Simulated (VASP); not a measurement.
Runs of VASP 6.6.1 on SiC. The structure is that of space group P6_3mc (No. 186), or close to it. The cells are those of the table. 

```tsv
cell	gap on the mesh (eV)	pressure (GPa)	largest force (eV/Å)
a = 2.829, b = 2.829, c = 5.452 Å, angles 90.0, 90.0, 120.0°, 4 atoms	(c)	33.5	1.18
a = 2.952, b = 2.952, c = 4.846 Å, angles 90.0, 90.0, 120.0°, 4 atoms	2.47	35.0	0.02
a = 2.829, b = 2.829, c = 5.048 Å, angles 90.0, 90.0, 120.0°, 4 atoms	1.95	(a)	1.38
a = 2.829, b = 2.829, c = 4.846 Å, angles 90.0, 90.0, 120.0°, 4 atoms	2.09	70.9	0.97
a = 2.829, b = 2.829, c = 5.250 Å, angles 90.0, 90.0, 120.0°, 4 atoms	1.84	(b)	1.41
```

Alike in all rows: task single point; level r2SCAN; potentials or basis VASP PAW PBE potentials, release 64 (Si, C); no spin polarisation; k mesh 12 × 12 × 6; cutoff (eV) 520; smearing gaussian 0.05 eV.

Problem. Fill in the values left out.

Solution. (a) 55.3; (b) 43.1; (c) 1.74.

Caveats: the PAW data sets were made with another functional, which shifts forces and pressure a little; the stress differs along the axes, from -37 to 69 GPa (at least some runs); the cell stands under pressure (at least some runs); the stress differs along the axes, from 8 to 79 GPa (at least some runs); the stress differs along the axes, from 43 to 85 GPa (at least some runs); the stress differs along the axes, from -18 to 74 GPa (at least some runs).

A k mesh can miss the band edges.
